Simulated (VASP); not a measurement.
# TaN: single point with PBE

Crystal: TaN.

```
CELL_PARAMETERS angstrom
2.92177 0.00000 0.00000
-1.46088 2.53033 0.00000
0.00000 0.00000 5.91652
ATOMIC_POSITIONS crystal
Ta 0.00000 0.00000 0.50000
Ta 0.00000 0.00000 0.00000
N 0.33333 0.66667 0.25000
N 0.66667 0.33333 0.75000
```

```json
{
 "Program": "VASP 6.6.1",
 "Task": "single point",
 "Functional": "PBE",
 "Potentials or basis": "VASP PAW PBE potentials, release 64 (Ta_pv, N)",
 "Cutoff": "520 eV",
 "k mesh": "10 × 10 × 5",
 "Occupations": "gaussian, width 0.026 eV",
 "Spin": "no spin polarisation",
 "Dipole correction": "no",
 "Further INCAR settings": "ALGO = Normal; EDIFF = 1e-06; NBANDS = 24"
}
```

```json
{"Pressure": "-0.4 GPa", "Band gap on the k mesh": "zero (band 16 reaches 8.71 eV, above the bottom of band 17 at 7.89 eV)"}
```

Stress tensor (GPa, compression positive):
```
-0.46  0.00  0.00
 0.00 -0.46  0.00
 0.00  0.00 -0.23
```

Levels at points of the mesh, in eV from the Fermi level:
| k point | band 12 | band 13 | band 14 | band 15 | band 16 | band 17 | band 18 | band 19 | band 20 | band 21 |
| --- | --- | --- | --- | --- | --- | --- | --- | --- | --- | --- |
| (0.00, 0.00, 0.00) | -4.26 | -3.47 | -1.97 | -1.97 | -0.21 | -0.21 | 0.58 | 0.58 | 2.36 | 3.11 |
| (0.50, 0.00, 0.00) | -5.35 | -4.12 | -3.67 | -2.78 | -2.09 | 2.85 | 3.95 | 4.82 | 5.14 | 5.41 |

It took 30 s on 1 thread of Intel(R) Xeon(R) Platinum 8259CL CPU @ 2.50GHz (Skylake/Cascade Lake), with other jobs on the host, peak memory 0.19 GiB.

Caveat: spin-orbit coupling is left out, which moves the levels of the heavy elements.
